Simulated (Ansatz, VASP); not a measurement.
**Two plane-wave programs on Ni2Ru**

INCAR

```
PREC     = Accurate       # precision mode
ENCUT    = 600            # plane-wave cutoff, eV
EDIFF    = 1E-6           # SCF threshold, eV
ISMEAR   = 0              # smearing method
SIGMA    = 0.1            # smearing width, eV
LREAL    = False          # projectors in reciprocal space
LASPH    = True           # aspherical terms in the spheres
NELM     = 100            # most SCF steps
ALGO     = Fast           # electronic algorithm
ISIF     = 3              # what is computed and relaxed
LWAVE    = False          # write WAVECAR
LCHARG   = False          # write CHGCAR
GGA      = PE             # functional
IBRION   = 2              # ionic algorithm
NSW      = 100            # ionic steps
EDIFFG   = -0.01          # ionic threshold
```

File KPOINTS:

```
regular mesh
0
Gamma
  14 14 14
```

Contents of POSCAR:

```
Ni2Ru
1.0
    0.0000000000      2.7911277594      2.7911277594
    2.7911277594      0.0000000000      2.7911277594
    2.7911277594      2.7911277594      0.0000000000
Ni Ru
2 1
Direct
    0.2500000000      0.2500000000      0.2500000000
    0.7500000000      0.7500000000      0.7500000000
    0.0000000000      0.0000000000      0.0000000000
```

Input for Ansatz:

```yaml
crystal:
  lattice:
    - [0.0, 2.7911277594, 2.7911277594]
    - [2.7911277594, 0.0, 2.7911277594]
    - [2.7911277594, 2.7911277594, 0.0]
  atoms:
    - { symbol: Ni, position: [0.25, 0.25, 0.25] }
    - { symbol: Ni, position: [0.75, 0.75, 0.75] }
    - { symbol: Ru, position: [0.0, 0.0, 0.0] }
basis:
  ecutwfc: 420
kpoints:
  mp_grid: { grid: [14, 14, 14] }
hamiltonian:
  xc: pbe
scf:
  occupations: { method: gaussian, width: 0.1 }
output:
  forces: true
  stress: true
  eigenvalues: true
relax:
  adjacent_minimum: "off"
  f_tol: 0.01
  max_steps: 80
  cell: { stress_tol: 0.05 }
```

Alike in both runs: task relaxation of cell and atoms; functional PBE; k mesh 14 × 14 × 14; occupations gaussian, width 0.1 eV; no spin polarisation.

|  | VASP | Ansatz |
| --- | --- | --- |
| version | VASP 6.6.1 | Ansatz 0.2.0 |
| potentials or method | VASP PAW PBE potentials, release 64 (Ni, Ru_pv), cutoff 600 eV | scalar-relativistic, plane waves, PAW |
| valence electrons in the cell | 34 | 52 |

|  | VASP | Ansatz | Ansatz less VASP |
| --- | --- | --- | --- |
| gap on the k mesh at the Fermi level, each at its own relaxed structure (eV) | none | none | - |
| relaxed volume (Å³/atom) | 14.50 | 14.50 | 0.000 |
| relaxed cell length with the largest relative difference (Å) | 3.947 | 3.947 | 0.0000 |

A gap of «none» marks a metal or a gap that the smearing closes. VASP's potentials hold 34 valence electrons a cell and Ansatz's 52, so a difference there can come from the potentials and not from the codes.

Noted on VASP's run: the relaxation stopped at its first step, so nothing moved.
